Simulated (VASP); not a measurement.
# KMgF3 (Pm-3m) in VASP: a series of runs

Runs on KMgF3. Level: PBE. Tasks: single point.

Program: VASP 6.6.1. These are calculated values, not measurements. Logs are shortened: lines on timing, memory, paths and dates and some standing lists are left out, and cuts for length are marked.

### Step 1. The cell of the first run

It takes space group Pm-3m (No. 221, cubic). Conventional cell: a = 3.980 Å, b = 3.980 Å, c = 3.980 Å, α = 90.00°, β = 90.00°, γ = 90.00°. Within 3.7 Å of K (site symmetry m-3m) lie 12 F at 2.81 Å and 8 Mg at 3.45 Å. Mg (site symmetry m-3m) has 6 F at 1.99 Å within 2.6 Å. F (site symmetry 4/mmm) has 2 Mg at 1.99 Å within 2.6 Å.

### Step 2. Single point, PBE

Contents of INCAR:

```
PREC = Accurate ; ENCUT = 600
EDIFF = 1E-6 ; ISMEAR = 0
SIGMA = 0.01 ; LREAL = F
LASPH = T ; NELM = 120
ALGO = Normal ; ISIF = 2
LWAVE = F ; LCHARG = F
GGA = PE ; NBANDS = 24
GGA_COMPAT = F
```

Contents of KPOINTS:

```
Automatic mesh
0
Gamma
  4 4 4
```

Contents of POSCAR:

```
KMgF3
1.0
    3.9802355751      0.0000000000      0.0000000000
    0.0000000000      3.9802355751      0.0000000000
    0.0000000000      0.0000000000      3.9802355751
K Mg F
1 1 3
Direct
    0.5000000000      0.5000000000      0.5000000000
    0.0000000000      0.0000000000      0.0000000000
    0.5000000000      0.0000000000      0.0000000000
    0.0000000000      0.5000000000      0.0000000000
    0.0000000000      0.0000000000      0.5000000000
```

Potentials or basis: VASP PAW PBE potentials, release 64 (K_sv, Mg, F).

Started as:

```
cat potpaw_PBE.64/K_sv/POTCAR potpaw_PBE.64/Mg/POTCAR potpaw_PBE.64/F/POTCAR > POTCAR
mpirun -np 1 vasp_std > vasp.out
```

OUTCAR:

```text
PREC = Accurate
   ENCUT = 600
   EDIFF = 1E-6
   ISMEAR = 0
   LREAL = F
   LASPH = T
   NELM = 120
   ISIF = 2
   GGA = PE

 ion  position               nearest neighbor table
   1  0.500  0.500  0.500-   3 2.81   4 2.81   5 2.81   3 2.81   4 2.81   3 2.81   5 2.81   3 2.81
                             4 2.81   5 2.81   4 2.81   5 2.81   2 3.45   2 3.45   2 3.45   2 3.45
   2  0.000  0.000  0.000-   3 1.99   4 1.99   5 1.99   5 1.99   4 1.99   3 1.99   1 3.45   1 3.45
                             1 3.45   1 3.45   1 3.45   1 3.45   1 3.45   1 3.45
   3  0.500  0.000  0.000-   2 1.99   2 1.99   1 2.81   1 2.81   1 2.81   1 2.81
   4  0.000  0.500  0.000-   2 1.99   2 1.99   1 2.81   1 2.81   1 2.81   1 2.81
   5  0.000  0.000  0.500-   2 1.99   2 1.99   1 2.81   1 2.81   1 2.81   1 2.81

  LATTYP: Found a simple cubic cell.
 ALAT       =     3.9802355751

  Lattice vectors:

 A1 = (   3.9802355751,   0.0000000000,   0.0000000000)
 A2 = (   0.0000000000,   3.9802355751,   0.0000000000)
 A3 = (   0.0000000000,   0.0000000000,   3.9802355751)

Analysis of symmetry for initial positions (statically):
=====================================================================
 Subroutine PRICEL returns:
 Original cell was already a primitive cell.

 Routine SETGRP: Setting up the symmetry group for a
 simple cubic supercell.

 Subroutine GETGRP returns: Found 48 space group operations
 (whereof 48 operations were pure point group operations)
 out of a pool of 48 trial point group operations.

The static configuration has the point symmetry O_h .

Analysis of symmetry for dynamics (positions and initial velocities):
=====================================================================
 Subroutine PRICEL returns:
 Original cell was already a primitive cell.

 Routine SETGRP: Setting up the symmetry group for a
 simple cubic supercell.

 Subroutine GETGRP returns: Found 48 space group operations
 (whereof 48 operations were pure point group operations)
 out of a pool of 48 trial point group operations.

The dynamic configuration has the point symmetry O_h .

 Subroutine INISYM returns: Found 48 space group operations
 (whereof 48 operations are pure point group operations),
 and found     1 'primitive' translations

----------------------------------------------------------------------------------------

                                     Primitive cell

  volume of cell :      63.0560

  direct lattice vectors                    reciprocal lattice vectors
     3.980235575  0.000000000  0.000000000     0.251241410  0.000000000  0.000000000
     0.000000000  3.980235575  0.000000000     0.000000000  0.251241410  0.000000000
     0.000000000  0.000000000  3.980235575     0.000000000  0.000000000  0.251241410

  length of vectors
     3.980235575  3.980235575  3.980235575     0.251241410  0.251241410  0.251241410

  position of ions in fractional coordinates (direct lattice)
     0.500000000  0.500000000  0.500000000
     0.000000000  0.000000000  0.000000000
     0.500000000  0.000000000  0.000000000
     0.000000000  0.500000000  0.000000000
     0.000000000  0.000000000  0.500000000

  ion indices of the primitive-cell ions
   primitive index   ion index
                 1           1
                 2           2
                 3           3
                 4           4
                 5           5

----------------------------------------------------------------------------------------

 KPOINTS: Automatic mesh

Automatic generation of k-mesh.
 Grid dimensions read from file:
 generate k-points for:    4    4    4

 Generating k-lattice:

  Cartesian coordinates                     Fractional coordinates (reciprocal lattice)
     0.062810353  0.000000000  0.000000000     0.250000000  0.000000000  0.000000000
     0.000000000  0.062810353  0.000000000     0.000000000  0.250000000  0.000000000
     0.000000000  0.000000000  0.062810353     0.000000000  0.000000000  0.250000000

  Length of vectors
     0.062810353  0.062810353  0.062810353

  Shift w.r.t. Gamma in fractional coordinates (k-lattice)
     0.000000000  0.000000000  0.000000000

 Subroutine IBZKPT returns following result:
 ===========================================

 Found     10 irreducible k-points:

 Following reciprocal coordinates:
            Coordinates               Weight
  0.000000  0.000000  0.000000      1.000000
  0.250000  0.000000  0.000000      6.000000
  0.500000  0.000000  0.000000      3.000000
  0.250000  0.250000  0.000000     12.000000
  0.500000  0.250000  0.000000     12.000000
  0.500000  0.500000  0.000000      3.000000
  0.250000  0.250000  0.250000      8.000000
  0.500000  0.250000  0.250000     12.000000
  0.500000  0.500000  0.250000      6.000000
  0.500000  0.500000  0.500000      1.000000
   k-points           NKPTS =     10   k-points in BZ     NKDIM =     10   number of bands    NBANDS=     24
   number of dos      NEDOS =    301   number of ions     NIONS =      5
   total plane-waves  NPLWV =  32768
   dimension x,y,z NGX =    32 NGY =   32 NGZ =   32
   dimension x,y,z NGXF=    64 NGYF=   64 NGZF=   64
   ions per type =               1   1   3
   NGX,Y,Z   is equivalent  to a cutoff of  13.37, 13.37, 13.37 a.u.
   NGXF,Y,Z  is equivalent  to a cutoff of  26.73, 26.73, 26.73 a.u.
 SYSTEM =  unknown system
   PREC   = accura    normal or accurate (medium, high low for compatibility)
   ISTART =      0    job   : 0-new  1-cont  2-samecut
   ICHARG =      2    charge: 1-file 2-atom 10-const
   ISPIN  =      1    spin polarized calculation?
   LNONCOLLINEAR =      F non collinear calculations
   LSORBIT =      F    spin-orbit coupling
   LASPH  =      T    aspherical Exc in radial PAW
   ENCUT  =  600.0 eV  44.10 Ry    6.64 a.u.   7.95  7.95  7.95*2*pi/ulx,y,z
   NELM   =    120;   NELMIN=  2; NELMDL= -5     # of ELM steps
   EDIFF  = 0.1E-05   stopping-criterion for ELM
   LREAL  =      F    real-space projection
   EDIFFG = 0.1E-04   stopping-criterion for IOM
   NSW    =      0    number of steps for IOM
   IBRION =     -1    ionic relax: 0-MD 1-quasi-New 2-CG
   NFREE  =      0    steps in history (QN), initial steepest desc. (CG)
   ISIF   =      2    stress and relaxation
   ISYM   =      2    0-nonsym 1-usesym 2-fastsym
   POTIM  = 0.5000    time-step for ionic-motion
   TEBEG  =    0.0;   TEEND  =   0.0 temperature during run
   PSTRESS=    0.0 pullay stress
   NELECT =      32.0000    total number of electrons
   NUPDOWN=      -1.0000    fix difference up-down
   EMIN   =  10.00;   EMAX   =-10.00  energy-range for DOS
   EFERMI =   0.00;   METHOD = LEGACY
   ISMEAR =     0;   SIGMA  =   0.01  broadening in eV -4-tet -1-fermi 0-gaus
   EFERMI_NEDOS =   21; number of points for ismear=-14 and -15
   IALGO  =     38    algorithm
   IMIX   =      4    mixing-type and parameters
     AMIX     =   0.40;   BMIX     =  1.00
     AMIX_MAG =   1.60;   BMIX_MAG =  1.00
  volume/ion in A,a.u.               =      12.61        85.10
  Fermi-wavevector in a.u.,A,eV,Ry     =   1.305818  2.467639 23.200126  1.705161
  Thomas-Fermi vector in A             =   2.436662
   LORBIT       =      0    0 simple, 1 ext, 2 COOP (PROOUT), +10 PAW based schemes
   GGA     = PE    functional components
   LHFCALC =     F    Hartree Fock is set to
   AEXX    =    0.0000 exact exchange contribution
   IVDW    =     0    specifies the selected vdW correction
   LEPSILON=     F    determine dielectric tensor
   LRPA    =     F    only Hartree local field effects (RPA)
 non-spin polarized calculation
 Gauss-broadening in eV      SIGMA  =   0.01
  energy-cutoff  :      600.00
  volume of cell :       63.06
 maximum number of plane-waves:      2176
 NGX is ok and might be reduce to    32
   NGX = 15   NGY = 15   NGZ = 15

 number of electron      32.0000005 magnetization

 Free energy of the ion-electron system (eV)
  ---------------------------------------------------
  ext. energy  EPLUGINS =         0.00000000
  ---------------------------------------------------
  free energy    TOTEN  =       -24.41573291 eV

  energy without entropy =      -24.41573291  energy(sigma->0) =      -24.41573291

 E-fermi :  -1.5029     XC(G=0):  -9.7052

 val. band max:       -1.5827757378   @ k =   0.5000   0.5000   0.5000
 cond. band min:       5.7564651046   @ k =   0.0000   0.0000   0.0000
 fundamental gap:      7.3392408424
 Fermi energy:        -1.5028515550

 k-point     1 :       0.0000    0.0000    0.0000
  band No.  band energies     occupation
      1     -27.2252      2.00000
      2     -21.7131      2.00000
      3     -21.0530      2.00000
      4     -21.0530      2.00000
      5     -10.7185      2.00000
      6     -10.7185      2.00000
[... 16 lines left out ...]
     23      12.4851      0.00000
     24      15.3909      0.00000

 k-point     2 :       0.2500    0.0000    0.0000
  band No.  band energies     occupation
      1     -27.2108      2.00000
      2     -21.6486      2.00000
      3     -21.1319      2.00000
      4     -21.0487      2.00000
      5     -10.7105      2.00000
      6     -10.6904      2.00000
[... 16 lines left out ...]
     23      12.4304      0.00000
     24      15.1203      0.00000

 k-point     3 :       0.5000    0.0000    0.0000
  band No.  band energies     occupation
      1     -27.1962      2.00000
      2     -21.5579      2.00000
      3     -21.2369      2.00000
      4     -21.0445      2.00000
      5     -10.7027      2.00000
      6     -10.6618      2.00000
[... 16 lines left out ...]
     23      12.8670      0.00000
     24      13.9737      0.00000
[... 136 lines left out ...]
 k-point     9 :       0.5000    0.5000    0.2500
  band No.  band energies     occupation
      1     -27.1685      2.00000
      2     -21.2639      2.00000
      3     -21.2477      2.00000
      4     -21.2477      2.00000
      5     -10.8505      2.00000
      6     -10.8505      2.00000
[... 16 lines left out ...]
     23      12.8173      0.00000
     24      12.8173      0.00000

 k-point    10 :       0.5000    0.5000    0.5000
  band No.  band energies     occupation
      1     -27.1615      2.00000
      2     -21.2373      2.00000
      3     -21.2373      2.00000
      4     -21.2373      2.00000
      5     -10.9067      2.00000
      6     -10.9067      2.00000
[... 16 lines left out ...]
     23      13.6230      0.00000
     24      13.6230      0.00000

------------------------ aborting loop because EDIFF is reached ----------------------------------------

  FORCE on cell =-STRESS in cart. coord.  units (eV):
  Direction    XX          YY          ZZ          XY          YZ          ZX
  --------------------------------------------------------------------------------------
  -------------------------------------------------------------------------------------
  Total        1.4135912      1.4135912      1.4135912     -0.0000000     -0.0000000      0.0000000
  in kB       35.9176643     35.9176643     35.9176643     -0.0000000     -0.0000000      0.0000000
  external PRESSURE =      35.9176643 kB  Pullay stress =       0.0000000 kB

 VOLUME and BASIS-vectors are now :
 -----------------------------------------------------------------------------
  energy-cutoff  :      600.00
  volume of cell :       63.06
      direct lattice vectors                 reciprocal lattice vectors
     3.980235575  0.000000000  0.000000000     0.251241410  0.000000000  0.000000000
     0.000000000  3.980235575  0.000000000     0.000000000  0.251241410  0.000000000
     0.000000000  0.000000000  3.980235575     0.000000000  0.000000000  0.251241410

 POSITION                                       TOTAL-FORCE (eV/Angst)
 -----------------------------------------------------------------------------------
      1.99012      1.99012      1.99012         0.000000      0.000000      0.000000
      0.00000      0.00000      0.00000         0.000000      0.000000      0.000000
      1.99012      0.00000      0.00000         0.000000      0.000000      0.000000
      0.00000      1.99012      0.00000         0.000000      0.000000      0.000000
      0.00000      0.00000      1.99012         0.000000      0.000000      0.000000
 -----------------------------------------------------------------------------------
    total drift:                                0.000000      0.000000     -0.000000

  FREE ENERGIE OF THE ION-ELECTRON SYSTEM (eV)
  ---------------------------------------------------
  free  energy   TOTEN  =       -24.4157329097 eV

  energy  without entropy=      -24.4157329097  energy(sigma->0) =      -24.41573291
```

Wall time 13 s (1 thread of AMD EPYC 7R13 (Zen 3), shared host); peak memory 0.15 GiB.

Results:

- Free energy: -24.4157 eV
- Pressure: 3.6 GPa
- Band gap on the k mesh: 7.34 eV (least direct gap 7.66 eV)

Levels at points of the mesh, in eV from the valence-band top:
```csv
k point,band 12,band 13,band 14,band 15,band 16,band 17,band 18,band 19,band 20,band 21
"(0.00, 0.00, 0.00)",-0.63,-0.63,-0.32,-0.32,-0.32,7.34,10.09,10.09,12.25,12.25
"(0.50, 0.00, 0.00)",-0.87,-0.86,-0.86,-0.53,-0.53,10.15,10.49,11.13,12.84,12.84
"(0.50, 0.50, 0.00)",-1.05,-1.05,-0.90,-0.90,-0.02,10.94,11.72,12.68,12.68,12.86
"(0.50, 0.50, 0.50)",-1.12,-1.12,0.00,0.00,0.00,10.46,10.46,10.46,14.04,14.10
```

Caveat: the cell stands under pressure.

### Step 3. Single point, PBE

Contents of INCAR:

```
ALGO = Normal
EDIFF = 1E-6
ENCUT = 600
GGA = PE
GGA_COMPAT = F
ISIF = 2
ISMEAR = 1
LASPH = T
LCHARG = F
LREAL = F
LWAVE = F
NBANDS = 24
NELM = 120
PREC = Accurate
SIGMA = 0.2
```

Contents of KPOINTS:

```
k-points
0
Gamma
  4 4 4
```

POSCAR is that of step 2.

Potentials or basis: VASP PAW PBE potentials, release 64 (K_sv, Mg, F).

Started as:

```
cat potpaw_PBE.64/K_sv/POTCAR potpaw_PBE.64/Mg/POTCAR potpaw_PBE.64/F/POTCAR > POTCAR
mpirun -np 1 vasp_std > vasp.out
```

It took 13 s on 1 thread of AMD EPYC 7R13 (Zen 3), shared host; peak memory 0.15 GiB.

The run converged. Its results:

| Item | Value |
| --- | --- |
| Free energy | -24.4130 eV |
| Pressure | 3.6 GPa |
| Band gap on the k mesh | 7.34 eV (least direct gap 7.66 eV) |

Levels at points of the mesh, in eV from the valence-band top:
```csv
k point,band 14,band 15,band 16,band 17,band 18,band 19
"(0.00, 0.00, 0.00)",-0.32,-0.32,-0.32,7.34,10.09,10.09
"(0.50, 0.00, 0.00)",-0.86,-0.53,-0.53,10.15,10.49,11.13
"(0.50, 0.50, 0.00)",-0.90,-0.90,-0.02,10.95,11.72,12.68
"(0.50, 0.50, 0.50)",0.00,0.00,0.00,10.46,10.46,10.46
```

Caveat: the cell stands under pressure. Expect the measured gap to be larger: semilocal functionals such as PBE lack the derivative discontinuity.
